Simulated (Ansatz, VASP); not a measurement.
## Si5C: VASP beside Ansatz

```
Si C
1.0
     2.88951    0.00000    0.00000
    -1.44476    2.50239    0.00000
     0.00000    0.00000   10.68099
Si C
5 1
Direct
  0.33333 0.66667 0.88613
  0.33333 0.66667 0.11387
  0.33333 0.66667 0.50000
  0.66667 0.33333 0.31099
  0.66667 0.33333 0.68901
  0.66667 0.33333 0.00000
```

Alike in both runs: functional PBE; k mesh 18 × 18 × 4; occupations gaussian, width 0.1 eV; no spin polarisation.

Ansatz relaxed the structure, and its values are those at the end. VASP's run is a single point on that final structure, the one shown.

```csv
,VASP,Ansatz
version,VASP 6.6.1,Ansatz 0.2.0
potentials or method,"VASP PAW PBE potentials, release 64 (Si, C), cutoff 520 eV","scalar-relativistic, plane waves, PAW"
valence electrons in the cell,24,24
```

|  | VASP | Ansatz | Ansatz less VASP |
| --- | --- | --- | --- |
| gap on the k mesh at the Fermi level (eV) | none | none | - |
| pressure (GPa) | 0.0 | 0.0 | +0.01 |
| rms of the force components (eV/Å) | 0.005 | 0.000 | -0.0054 |

A gap of «none» marks a metal or a gap that the smearing closes. The functional is the same, so the differences come from potentials, cutoffs and numerics.
